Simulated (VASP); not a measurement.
# BaS (R-3m) in VASP: electric field gradients with PBE

Aim: the electric field gradients of BaS with PBE.

Program: VASP 6.6.1. These are calculated values, not measurements. Logs are shortened: lines on timing, memory, paths and dates and some standing lists are left out, and cuts for length are marked.

### 1 The cell of the first run

Symmetry: R-3m, No. 166, trigonal system. Conventional cell: a = 4.607 Å, b = 4.607 Å, c = 10.621 Å, α = 90.00°, β = 90.00°, γ = 120.00°. Ba (site symmetry -3m) has 6 S at 3.20 Å within 4.2 Å. Within 4.2 Å of S (site symmetry -3m) lie 6 Ba at 3.20 Å.

### 2 Electric field gradients, PBE (equal xy, yz and zx shear strains of -4 %)

INCAR

```
ALGO = Normal
EDIFF = 1E-8
ENCUT = 520
GGA = PE
ISIF = 2
ISMEAR = -1
LASPH = T
LCHARG = F
LEFG = T
LREAL = F
LWAVE = F
NBANDS = 15
NELM = 60
PREC = Accurate
SIGMA = 0.01
```

KPOINTS

```
k-points
0
Gamma
  7 7 7
```

POSCAR

```
BaS
1.0
   -0.1277500000      3.1298750000      3.1298750000
    3.1298750000     -0.1277500000      3.1298750000
    3.1298750000      3.1298750000     -0.1277500000
Ba S
1 1
Direct
    0.0000000000      0.0000000000      0.0000000000
    0.5000000000      0.5000000000      0.5000000000
```

Potentials or basis: VASP PAW PBE potentials, release 64 (Ba_sv, S).

The run is started by

```bash
> cat potpaw_PBE.64/Ba_sv/POTCAR potpaw_PBE.64/S/POTCAR > POTCAR
> mpirun -np 1 vasp_std > vasp.out
```

OUTCAR:

```text
EDIFF = 1E-8
   ENCUT = 520
   GGA = PE
   ISIF = 2
   ISMEAR = -1
   LASPH = T
   LREAL = F
   NELM = 60
   PREC = Accurate

 ion  position               nearest neighbor table
   1  0.000  0.000  0.000-   2 3.20   2 3.20   2 3.20   2 3.20   2 3.20   2 3.20
   2  0.500  0.500  0.500-   1 3.20   1 3.20   1 3.20   1 3.20   1 3.20   1 3.20

  LATTYP: Found a trigonal (rhomboedric) cell.
 ALAT       =     4.4281548182
 COS(alpha) =     0.4588014981

  Lattice vectors:

 A1 = (  -0.1277500000,   3.1298750000,   3.1298750000)
 A2 = (   3.1298750000,  -0.1277500000,   3.1298750000)
 A3 = (   3.1298750000,   3.1298750000,  -0.1277500000)

Analysis of symmetry for initial positions (statically):
=====================================================================
 Subroutine PRICEL returns:
 Original cell was already a primitive cell.

 Routine SETGRP: Setting up the symmetry group for a
 trigonal (rhombohedral) supercell.

 Subroutine GETGRP returns: Found 12 space group operations
 (whereof 12 operations were pure point group operations)
 out of a pool of 12 trial point group operations.

The static configuration has the point symmetry D_3d.

Analysis of symmetry for dynamics (positions and initial velocities):
=====================================================================
 Subroutine PRICEL returns:
 Original cell was already a primitive cell.

 Routine SETGRP: Setting up the symmetry group for a
 trigonal (rhombohedral) supercell.

 Subroutine GETGRP returns: Found 12 space group operations
 (whereof 12 operations were pure point group operations)
 out of a pool of 12 trial point group operations.

The dynamic configuration has the point symmetry D_3d.

 Subroutine INISYM returns: Found 12 space group operations
 (whereof 12 operations are pure point group operations),
 and found     1 'primitive' translations

----------------------------------------------------------------------------------------

                                     Primitive cell

  volume of cell :      65.0735

  direct lattice vectors                    reciprocal lattice vectors
    -0.127750000  3.129875000  3.129875000    -0.150288426  0.156683678  0.156683678
     3.129875000 -0.127750000  3.129875000     0.156683678 -0.150288426  0.156683678
     3.129875000  3.129875000 -0.127750000     0.156683678  0.156683678 -0.150288426

  length of vectors
     4.428154818  4.428154818  4.428154818     0.267742714  0.267742714  0.267742714

  position of ions in fractional coordinates (direct lattice)
     0.000000000  0.000000000  0.000000000
     0.500000000  0.500000000  0.500000000

  ion indices of the primitive-cell ions
   primitive index   ion index
                 1           1
                 2           2

----------------------------------------------------------------------------------------

 KPOINTS: k-points

Automatic generation of k-mesh.
 Grid dimensions read from file:
 generate k-points for:    7    7    7

 Generating k-lattice:

  Cartesian coordinates                     Fractional coordinates (reciprocal lattice)
    -0.021469775  0.022383383  0.022383383     0.142857143  0.000000000  0.000000000
     0.022383383 -0.021469775  0.022383383     0.000000000  0.142857143  0.000000000
     0.022383383  0.022383383 -0.021469775     0.000000000  0.000000000  0.142857143

  Length of vectors
     0.038248959  0.038248959  0.038248959

  Shift w.r.t. Gamma in fractional coordinates (k-lattice)
     0.000000000  0.000000000  0.000000000

 Subroutine IBZKPT returns following result:
 ===========================================

 Found     44 irreducible k-points:

 Following reciprocal coordinates:
            Coordinates               Weight
  0.000000  0.000000  0.000000      1.000000
  0.142857  0.000000  0.000000      6.000000
  0.285714  0.000000 -0.000000      6.000000
  0.428571  0.000000  0.000000      6.000000
  0.142857  0.142857  0.000000      6.000000
  0.285714  0.142857  0.000000     12.000000
[... 16 lines left out ...]
  0.285714  0.285714  0.142857      6.000000
  0.428571  0.285714  0.142857     12.000000
 [... further k-points ...]
   k-points           NKPTS =     44   k-points in BZ     NKDIM =     44   number of bands    NBANDS=     15
   number of dos      NEDOS =    301   number of ions     NIONS =      2
   total plane-waves  NPLWV =  46656
   dimension x,y,z NGX =    36 NGY =   36 NGZ =   36
   dimension x,y,z NGXF=    72 NGYF=   72 NGZF=   72
   ions per type =               1   1
   NGX,Y,Z   is equivalent  to a cutoff of  13.52, 13.52, 13.52 a.u.
   NGXF,Y,Z  is equivalent  to a cutoff of  27.03, 27.03, 27.03 a.u.
 SYSTEM =  unknown system
   PREC   = accura    normal or accurate (medium, high low for compatibility)
   ISTART =      0    job   : 0-new  1-cont  2-samecut
   ICHARG =      2    charge: 1-file 2-atom 10-const
   ISPIN  =      1    spin polarized calculation?
   LNONCOLLINEAR =      F non collinear calculations
   LSORBIT =      F    spin-orbit coupling
   LASPH  =      T    aspherical Exc in radial PAW
   ENCUT  =  520.0 eV  38.22 Ry    6.18 a.u.   8.23  8.23  8.23*2*pi/ulx,y,z
   NELM   =     60;   NELMIN=  2; NELMDL= -5     # of ELM steps
   EDIFF  = 0.1E-07   stopping-criterion for ELM
   LREAL  =      F    real-space projection
   EDIFFG = 0.1E-06   stopping-criterion for IOM
   NSW    =      0    number of steps for IOM
   IBRION =     -1    ionic relax: 0-MD 1-quasi-New 2-CG
   NFREE  =      0    steps in history (QN), initial steepest desc. (CG)
   ISIF   =      2    stress and relaxation
   ISYM   =      2    0-nonsym 1-usesym 2-fastsym
   POTIM  = 0.5000    time-step for ionic-motion
   TEBEG  =    0.0;   TEEND  =   0.0 temperature during run
   PSTRESS=    0.0 pullay stress
   NELECT =      16.0000    total number of electrons
   NUPDOWN=      -1.0000    fix difference up-down
   EMIN   =  10.00;   EMAX   =-10.00  energy-range for DOS
   EFERMI =   0.00;   METHOD = LEGACY
   ISMEAR =    -1;   SIGMA  =   0.01  broadening in eV -4-tet -1-fermi 0-gaus
   EFERMI_NEDOS =   21; number of points for ismear=-14 and -15
   IALGO  =     38    algorithm
   IMIX   =      4    mixing-type and parameters
     AMIX     =   0.40;   BMIX     =  1.00
     AMIX_MAG =   1.60;   BMIX_MAG =  1.00
  volume/ion in A,a.u.               =      32.54       219.57
  Fermi-wavevector in a.u.,A,eV,Ry     =   1.025605  1.938112 14.311495  1.051865
  Thomas-Fermi vector in A             =   2.159454
   LORBIT       =      0    0 simple, 1 ext, 2 COOP (PROOUT), +10 PAW based schemes
   GGA     = PE    functional components
[... 5 lines left out ...]
 non-spin polarized calculation
  energy-cutoff  :      520.00
  volume of cell :       65.07
 maximum number of plane-waves:      1768
 NGX is ok and might be reduce to    36
   NGX = 17   NGY = 17   NGZ = 17

 number of electron      16.0000001 magnetization

 Free energy of the ion-electron system (eV)
  ---------------------------------------------------
  ext. energy  EPLUGINS =         0.00000000
  ---------------------------------------------------
  free energy    TOTEN  =       -10.16720122 eV

  energy without entropy =      -10.16720122  energy(sigma->0) =      -10.16720122

 E-fermi :   1.7517     XC(G=0):  -8.6333

 val. band max:        1.5621566597   @ k =   0.0000   0.0000   0.0000
 cond. band min:       3.6248560512   @ k =   0.4286   0.4286   0.0000
 fundamental gap:      2.0626993915
 Fermi energy:         1.7517431700

 k-point     1 :       0.0000    0.0000    0.0000
  band No.  band energies     occupation
      1     -24.6255      2.00000
      2      -9.6818      2.00000
      3      -9.6818      2.00000
      4      -9.6694      2.00000
      5      -8.8946      2.00000
      6       1.4322      2.00000
      7       1.4322      2.00000
      8       1.5622      2.00000
      9       4.9979      0.00000
     10       5.1462      0.00000
     11       5.1462      0.00000
     12       5.7616      0.00000
     13       6.2864      0.00000
     14       6.2864      0.00000
     15      10.2214      0.00000
[... 397 lines left out ...]
 k-point    24 :       0.4286    0.2857    0.1429
  band No.  band energies     occupation
      1     -24.5820      2.00000
      2     -10.4742      2.00000
      3      -9.8451      2.00000
      4      -9.7382      2.00000
      5      -8.1174      2.00000
      6       0.0585      2.00000
      7       0.6189      2.00000
      8       1.1477      2.00000
      9       4.7903      0.00000
     10       6.7845      0.00000
     11       7.2598      0.00000
     12       7.9920      0.00000
     13       8.1679      0.00000
     14       9.9839      0.00000
     15      11.4139      0.00000

 [... further k-points ...]
[... 5 lines left out ...]
  --------------------------------------------------------------------------------------
  -------------------------------------------------------------------------------------
  Total        0.5667224      0.5667224      0.5667224      0.2652047      0.2652047      0.2652047
  in kB       13.9532904     13.9532904     13.9532904      6.5296135      6.5296135      6.5296135
  external PRESSURE =      13.9532904 kB  Pullay stress =       0.0000000 kB

 VOLUME and BASIS-vectors are now :
 -----------------------------------------------------------------------------
  energy-cutoff  :      520.00
  volume of cell :       65.07
      direct lattice vectors                 reciprocal lattice vectors
    -0.127750000  3.129875000  3.129875000    -0.150288426  0.156683678  0.156683678
     3.129875000 -0.127750000  3.129875000     0.156683678 -0.150288426  0.156683678
     3.129875000  3.129875000 -0.127750000     0.156683678  0.156683678 -0.150288426

 POSITION                                       TOTAL-FORCE (eV/Angst)
 -----------------------------------------------------------------------------------
      0.00000      0.00000      0.00000        -0.000000      0.000000     -0.000000
      3.06600      3.06600      3.06600         0.000000     -0.000000      0.000000
 -----------------------------------------------------------------------------------
    total drift:                                0.000000      0.000000      0.000000

  FREE ENERGIE OF THE ION-ELECTRON SYSTEM (eV)
  ---------------------------------------------------
  free  energy   TOTEN  =       -10.1672012159 eV

  energy  without entropy=      -10.1672012159  energy(sigma->0) =      -10.16720122

 Electric field gradients (V/A^2)
---------------------------------------------------------------------
 ion       V_xx      V_yy      V_zz      V_xy      V_xz      V_yz
---------------------------------------------------------------------
   1      -0.000    -0.000    -0.000    14.056    14.056    14.056
   2      -0.000    -0.000    -0.000    -2.480    -2.480    -2.480
---------------------------------------------------------------------

 Electric field gradients after diagonalization (V/A^2)
 (convention: |V_zz| > |V_xx| > |V_yy|)
----------------------------------------------------------------------
 ion       V_xx      V_yy      V_zz     asymmetry (V_yy - V_xx)/ V_zz
----------------------------------------------------------------------
   1     -14.056   -14.056    28.112       0.000
   2       2.480     2.480    -4.960       0.000
----------------------------------------------------------------------

           NMR quadrupolar parameters

 Cq : quadrupolar parameter    Cq=e*Q*V_zz/h
 eta: asymmetry parameters     (V_yy - V_xx)/ V_zz
 Q  : nuclear electric quadrupole moment in mb (millibarn)
----------------------------------------------------------------------
 ion       Cq(MHz)       eta       Q (mb)
----------------------------------------------------------------------
   1       0.068       0.000       1.000
   2      -0.012       0.000       1.000
----------------------------------------------------------------------
```

Wall time 44 s (1 thread of Intel Xeon Platinum 8375C at 2.90GHz (Ice Lake), shared host); peak memory 0.22 GiB.

What came out:

```yaml
Free_energy: -10.1672 eV
Pressure: 1.4 GPa
Band_gap_on_the_k_mesh: 2.06 eV, indirect (least direct gap 2.25 eV)
```

Stress tensor (GPa, compression positive):
```
1.40 0.65 0.65
0.65 1.40 0.65
0.65 0.65 1.40
```

Electric field gradients, principal values (V/Å²):
```csv
atom,least,middle,greatest (by size)
1 Ba,-14.056,-14.056,28.112
2 S,2.480,2.480,-4.960
```

Caveat: the cell differs from its parent crystal (equal xy, yz and zx shear strains of -4 %); without QUAD_EFG the Cq values of the log hold for a quadrupole moment of 1 mb, not for the nuclei; spin-orbit coupling is left out, which moves the levels of the heavy elements. A k mesh can miss the band edges.
